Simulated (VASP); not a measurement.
# Be3Cd2S (P6/mmm) in VASP: further runs

Be3Cd2S is run at these levels: PBE; tasks: single point, relaxation of cell and atoms.

Everything below comes from runs of VASP 6.6.1. Logs are shortened: lines on timing, memory, paths and dates and some standing lists are left out, and cuts for length are marked.

## Step 1: The cell of the first run

It takes space group P6/mmm (No. 191, hexagonal). The conventional cell has a = 5.121 Å, b = 5.121 Å, c = 4.280 Å, α = 90.00°, β = 90.00°, γ = 120.00°. Within 3.4 Å of Be (site symmetry mmm) lie 4 Be at 2.56 Å and 4 Cd at 2.60 Å and 4 S at 3.34 Å. Within 3.4 Å of Cd (site symmetry -6m2) lie 6 Be at 2.60 Å and 3 Cd at 2.96 Å and 3 S at 2.96 Å. S (site symmetry 6/mmm) has 6 Cd at 2.96 Å and 12 Be at 3.34 Å within 3.9 Å.

The cell was built from a structure type or drawn by symmetry, and may not be a known phase.

## Step 2: Single point, PBE

Contents of INCAR:

```
ALGO = Normal
EDIFF = 1E-7
ENCUT = 520
GGA = PE
ISIF = 2
ISMEAR = 0
LASPH = True
LCHARG = False
LREAL = False
LWAVE = False
NBANDS = 27
NELM = 80
PREC = Accurate
SIGMA = 0.1
```

Contents of KPOINTS:

```
k-points
0
Gamma
  12 12 10
```

Contents of POSCAR:

```
Be3Cd2S
1.0
    5.1207758618      0.0000000000      0.0000000000
   -2.5603879309      4.4347219834      0.0000000000
    0.0000000000      0.0000000000      4.2799490858
Be Cd S
3 2 1
Direct
    0.5000000000      0.0000000000      0.5000000000
    0.0000000000      0.5000000000      0.5000000000
    0.5000000000      0.5000000000      0.5000000000
    0.3333333333      0.6666666667      0.0000000000
    0.6666666667      0.3333333333      0.0000000000
    0.0000000000      0.0000000000      0.0000000000
```

Potentials or basis: VASP PAW PBE potentials, release 64 (Be, Cd, S).

Started as:

```bash
cat potpaw_PBE.64/Be/POTCAR potpaw_PBE.64/Cd/POTCAR potpaw_PBE.64/S/POTCAR > POTCAR
mpirun -np 1 vasp_std > vasp.out
```

OUTCAR:

```text
EDIFF = 1E-7
   ENCUT = 520
   GGA = PE
   ISIF = 2
   ISMEAR = 0
   LASPH = True
   LREAL = False
   NELM = 80
   PREC = Accurate

 ion  position               nearest neighbor table
   1  0.500  0.000  0.500-   4 2.60   5 2.60   4 2.60   5 2.60
   2  0.000  0.500  0.500-   4 2.60   5 2.60   4 2.60   5 2.60
   3  0.500  0.500  0.500-   4 2.60   5 2.60   4 2.60   5 2.60
   4  0.333  0.667  0.000-   1 2.60   1 2.60   2 2.60   2 2.60   3 2.60   3 2.60   5 2.96   6 2.96
                             5 2.96   6 2.96   6 2.96   5 2.96
   5  0.667  0.333  0.000-   1 2.60   1 2.60   2 2.60   2 2.60   3 2.60   3 2.60   4 2.96   6 2.96
                             4 2.96   6 2.96   6 2.96   4 2.96
   6  0.000  0.000  0.000-   4 2.96   5 2.96   4 2.96   5 2.96   5 2.96   4 2.96

  LATTYP: Found a hexagonal cell.
 ALAT       =     5.1207758618
 C/A-ratio  =     0.8358009023

  Lattice vectors:

 A1 = (   5.1207758618,   0.0000000000,   0.0000000000)
 A2 = (  -2.5603879309,   4.4347219834,   0.0000000000)
 A3 = (   0.0000000000,   0.0000000000,   4.2799490858)

Analysis of symmetry for initial positions (statically):
=====================================================================
 Subroutine PRICEL returns:
 Original cell was already a primitive cell.

 Routine SETGRP: Setting up the symmetry group for a
 hexagonal supercell.

 Subroutine GETGRP returns: Found 24 space group operations
 (whereof 24 operations were pure point group operations)
 out of a pool of 24 trial point group operations.

The static configuration has the point symmetry D_6h.

Analysis of symmetry for dynamics (positions and initial velocities):
=====================================================================
 Subroutine PRICEL returns:
 Original cell was already a primitive cell.

 Routine SETGRP: Setting up the symmetry group for a
 hexagonal supercell.

 Subroutine GETGRP returns: Found 24 space group operations
 (whereof 24 operations were pure point group operations)
 out of a pool of 24 trial point group operations.

The dynamic configuration has the point symmetry D_6h.

 Subroutine INISYM returns: Found 24 space group operations
 (whereof 24 operations are pure point group operations),
 and found     1 'primitive' translations

----------------------------------------------------------------------------------------

                                     Primitive cell

[... 100 lines left out ...]
   EDIFFG = 0.1E-05   stopping-criterion for IOM
   NSW    =      0    number of steps for IOM
   IBRION =     -1    ionic relax: 0-MD 1-quasi-New 2-CG
   NFREE  =      0    steps in history (QN), initial steepest desc. (CG)
   ISIF   =      2    stress and relaxation
   ISYM   =      2    0-nonsym 1-usesym 2-fastsym
   POTIM  = 0.5000    time-step for ionic-motion
   TEBEG  =    0.0;   TEEND  =   0.0 temperature during run
   PSTRESS=    0.0 pullay stress
   NELECT =      36.0000    total number of electrons
   NUPDOWN=      -1.0000    fix difference up-down
   EMIN   =  10.00;   EMAX   =-10.00  energy-range for DOS
   EFERMI =   0.00;   METHOD = LEGACY
   ISMEAR =     0;   SIGMA  =   0.10  broadening in eV -4-tet -1-fermi 0-gaus
   EFERMI_NEDOS =   21; number of points for ismear=-14 and -15
   IALGO  =     38    algorithm
   IMIX   =      4    mixing-type and parameters
     AMIX     =   0.40;   BMIX     =  1.00
     AMIX_MAG =   1.60;   BMIX_MAG =  1.00
  volume/ion in A,a.u.               =      16.20       109.32
  Fermi-wavevector in a.u.,A,eV,Ry     =   1.175697  2.221745 18.806836  1.382263
  Thomas-Fermi vector in A             =   2.312073
   LORBIT       =      0    0 simple, 1 ext, 2 COOP (PROOUT), +10 PAW based schemes
   GGA     = PE    functional components
   LHFCALC =     F    Hartree Fock is set to
   AEXX    =    0.0000 exact exchange contribution
   IVDW    =     0    specifies the selected vdW correction
   LEPSILON=     F    determine dielectric tensor
   LRPA    =     F    only Hartree local field effects (RPA)
 non-spin polarized calculation
 Gauss-broadening in eV      SIGMA  =   0.10
  energy-cutoff  :      520.00
  volume of cell :       97.19
 maximum number of plane-waves:      2656
 NGX is ok and might be reduce to    40
   NGX = 19   NGY = 19   NGZ = 15

 number of electron      35.9999996 magnetization

 Free energy of the ion-electron system (eV)
  ---------------------------------------------------
  ext. energy  EPLUGINS =         0.00000000
  ---------------------------------------------------
  free energy    TOTEN  =       -12.63362262 eV

  energy without entropy =      -12.61591558  energy(sigma->0) =      -12.62476910

 E-fermi :   4.0233     XC(G=0): -10.2110

 val. band max:        4.0230352073   @ k =   0.2500   0.0000   0.4000
 cond. band min:       4.0264942254   @ k =   0.1667   0.0000   0.5000
 fundamental gap:      0.0034590181
 Fermi energy:         4.0233006906

 k-point     1 :       0.0000    0.0000    0.0000
  band No.  band energies     occupation
      1      -9.1228      2.00000
      2      -5.6198      2.00000
      3      -5.3492      2.00000
      4      -5.3492      2.00000
      5      -5.1951      2.00000
      6      -5.1766      2.00000
[... 709 lines left out ...]
     26      10.0750      0.00000
     27      10.9095      0.00000

 [... further k-points ...]

------------------------ aborting loop because EDIFF is reached ----------------------------------------

  FORCE on cell =-STRESS in cart. coord.  units (eV):
  Direction    XX          YY          ZZ          XY          YZ          ZX
  --------------------------------------------------------------------------------------
  -------------------------------------------------------------------------------------
  Total        0.1686687      0.1686687      0.1167523     -0.0000000     -0.0000000      0.0000000
  in kB        2.7803815      2.7803815      1.9245771     -0.0000000     -0.0000000      0.0000000
  external PRESSURE =       2.4951133 kB  Pullay stress =       0.0000000 kB

 VOLUME and BASIS-vectors are now :
 -----------------------------------------------------------------------------
  energy-cutoff  :      520.00
  volume of cell :       97.19
      direct lattice vectors                 reciprocal lattice vectors
     5.120775862  0.000000000  0.000000000     0.195282908  0.112746639  0.000000000
    -2.560387931  4.434721983  0.000000000     0.000000000  0.225493279  0.000000000
     0.000000000  0.000000000  4.279949086     0.000000000  0.000000000  0.233647639

 POSITION                                       TOTAL-FORCE (eV/Angst)
 -----------------------------------------------------------------------------------
      2.56039      0.00000      2.13997         0.000000      0.000000     -0.000000
     -1.28019      2.21736      2.13997         0.000000      0.000000     -0.000000
      1.28019      2.21736      2.13997         0.000000      0.000000     -0.000000
     -0.00000      2.95648      0.00000         0.000000      0.000000     -0.000000
      2.56039      1.47824      0.00000        -0.000000      0.000000      0.000000
      0.00000      0.00000      0.00000         0.000000      0.000000     -0.000000
 -----------------------------------------------------------------------------------
    total drift:                                0.000000     -0.000000      0.000000

  FREE ENERGIE OF THE ION-ELECTRON SYSTEM (eV)
  ---------------------------------------------------
  free  energy   TOTEN  =       -12.6336226205 eV

  energy  without entropy=      -12.6159155844  energy(sigma->0) =      -12.62476910
```

OSZICAR:

```text
N       E                     dE             d eps       ncg     rms          rms(c)
DAV:   1     0.205295416719E+03    0.20530E+03   -0.16840E+04  6156   0.121E+03
DAV:   2    -0.372706760647E+01   -0.20902E+03   -0.20065E+03  6624   0.299E+02
DAV:   3    -0.132932946482E+02   -0.95662E+01   -0.93567E+01  7703   0.622E+01
DAV:   4    -0.134040560114E+02   -0.11076E+00   -0.10973E+00  7018   0.562E+00
DAV:   5    -0.134050594024E+02   -0.10034E-02   -0.10031E-02  7585   0.622E-01    0.999E+00
DAV:   6    -0.126771837167E+02    0.72788E+00   -0.20846E+00  7769   0.165E+01    0.839E+00
DAV:   7    -0.126457737852E+02    0.31410E-01   -0.34950E-01  6906   0.342E+00    0.411E+00
DAV:   8    -0.126346292415E+02    0.11145E-01   -0.34244E-02  6891   0.120E+00    0.108E+00
DAV:   9    -0.126336111217E+02    0.10181E-02   -0.50846E-03  7446   0.393E-01    0.127E-01
DAV:  10    -0.126336099471E+02    0.11746E-05   -0.10143E-03  6637   0.210E-01    0.662E-02
DAV:  11    -0.126336188344E+02   -0.88873E-05   -0.53456E-05  7424   0.542E-02    0.195E-02
DAV:  12    -0.126336228021E+02   -0.39677E-05   -0.72420E-06  6944   0.159E-02    0.969E-03
DAV:  13    -0.126336226306E+02    0.17147E-06   -0.15270E-06  6897   0.731E-03    0.141E-03
DAV:  14    -0.126336226205E+02    0.10175E-07   -0.15946E-07  5141   0.237E-03
   1 F= -.12633623E+02 E0= -.12624769E+02  d E =-.177070E-01
```

stdout:

```text
POSCAR found type information on POSCAR BeCdS
 POSCAR found :  3 types and       6 ions
 scaLAPACK will be used
 LDA part: xc-table for (Slater+PW92), standard interpolation
 POSCAR, INCAR and KPOINTS ok, starting setup
 FFT: planning ... GRIDC
 FFT: planning ... GRID_SOFT
 FFT: planning ... GRID
 WAVECAR not read
 entering main loop
```

Wall time 4.6 min (1 thread of Intel Xeon Platinum 8259CL at 2.50GHz (Skylake/Cascade Lake), shared host); peak memory 0.41 GiB.

What came out:

| Property | Result |
| --- | --- |
| Free energy | -12.6336 eV |
| Pressure | 0.2 GPa |
| Band gap on the k mesh | zero (bands 18 and 19 overlap by 1.19 eV) |

Levels at points of the mesh, in eV from the Fermi level:
```tsv
k point	band 14	band 15	band 16	band 17	band 18	band 19	band 20	band 21	band 22	band 23
(0.00, 0.00, 0.00)	-3.31	-3.31	-3.03	-1.38	-1.38	0.11	1.07	1.57	1.57	4.70
(0.50, 0.00, 0.00)	-4.78	-2.19	-1.23	-1.00	-0.82	0.67	1.33	2.37	2.86	3.45
(0.00, 0.00, 0.50)	-3.14	-2.73	-2.73	-1.73	-0.37	-0.37	0.15	0.15	1.50	1.88
(0.50, 0.00, 0.50)	-4.95	-4.11	-3.34	-3.17	-0.29	0.22	1.71	2.15	4.12	4.35
```

## Step 3: Relaxation of cell and atoms, PBE

Contents of INCAR:

```
PREC = Accurate
ENCUT = 600
EDIFF = 1E-6
ISMEAR = 0
SIGMA = 0.1
LREAL = False
LASPH = True
NELM = 100
ALGO = Normal
ISIF = 3
LWAVE = False
LCHARG = False
GGA = PE
IBRION = 2
NSW = 100
EDIFFG = -0.01
```

Contents of KPOINTS:

```
Automatic mesh
0
Gamma
  12 12 10
```

POSCAR: that of step 2 with these lines changed.

```diff
@@ -2,5 +2,5 @@
 1.0
-    5.1207758618      0.0000000000      0.0000000000
-   -2.5603879309      4.4347219834      0.0000000000
-    0.0000000000      0.0000000000      4.2799490858
+    5.1422872624      0.0000000000      0.0000000000
+   -2.5711436312      4.4533514028      0.0000000000
+    0.0000000000      0.0000000000      4.2476779720
 Be Cd S
```

Potentials or basis: VASP PAW PBE potentials, release 64 (Be, Cd, S).

Started as:

```bash
cat potpaw_PBE.64/Be/POTCAR potpaw_PBE.64/Cd/POTCAR potpaw_PBE.64/S/POTCAR > POTCAR
mpirun -np 1 vasp_std > vasp.out
```

Wall time 25 min (1 thread of Intel Xeon Platinum 8259CL at 2.50GHz (Skylake/Cascade Lake), shared host); peak memory 0.46 GiB.

It converged, with:

```yaml
Free_energy: -12.6335 eV
Relaxed_volume: 16.24 Å³/atom
Relaxed_cell: a = 5.127 Å, b = 5.127 Å, c = 4.281 Å, α = 90.00°, β = 90.00°, γ = 120.00°
Space_group_after_relaxing_to_0.1_Å: P6/mmm (No. 191)
Energy_gained_by_relaxing: 0.3 meV/atom
Ionic_steps: 6
Pressure_after_relaxing: 0.0 GPa
Band_gap_on_the_k_mesh: zero (bands 18 and 19 overlap by 1.18 eV)
```

The path:
| step | energy change (eV) | largest force (eV/Å) | pressure (GPa) | volume (Å³) |
| --- | --- | --- | --- | --- |
| 1 | 0.0000 | 0.0000 | 0.15 | 97.27 |
| 2 | -0.0013 | 0.0000 | -0.01 | 97.49 |
| 3 | -0.0017 | 0.0000 | -0.12 | 97.65 |
| 4 | -0.0014 | 0.0000 | -0.34 | 97.96 |
| 5 | -0.0018 | 0.0000 | -0.18 | 97.73 |
| 6 | -0.0020 | 0.0000 | 0.03 | 97.47 |

Final structure:
```yaml
crystal:
  lattice:
    - [5.12728, 0.00000, 0.00000]
    - [-2.56364, 4.44035, 0.00000]
    - [0.00000, 0.00000, 4.28115]
  atoms:
    - { symbol: Be, position: [0.50000, 0.00000, 0.50000] }
    - { symbol: Be, position: [0.00000, 0.50000, 0.50000] }
    - { symbol: Be, position: [0.50000, 0.50000, 0.50000] }
    - { symbol: Cd, position: [0.33333, 0.66667, 0.00000] }
    - { symbol: Cd, position: [0.66667, 0.33333, 0.00000] }
    - { symbol: S, position: [0.00000, 0.00000, 0.00000] }
```

Levels at points of the mesh, in eV from the Fermi level:
```
           k point  band 14  band 15  band 16  band 17  band 18  band 19  band 20  band 21  band 22
(0.00, 0.00, 0.00)    -3.31    -3.31    -3.03    -1.38    -1.38     0.12     1.08     1.57     1.57
(0.50, 0.00, 0.00)    -4.77    -2.18    -1.23    -1.00    -0.81     0.66     1.33     2.37     2.85
(0.00, 0.00, 0.50)    -3.13    -2.72    -2.72    -1.72    -0.36    -0.36     0.16     0.16     1.48
(0.50, 0.00, 0.50)    -4.94    -4.09    -3.34    -3.16    -0.29     0.22     1.71     2.14     4.11
```
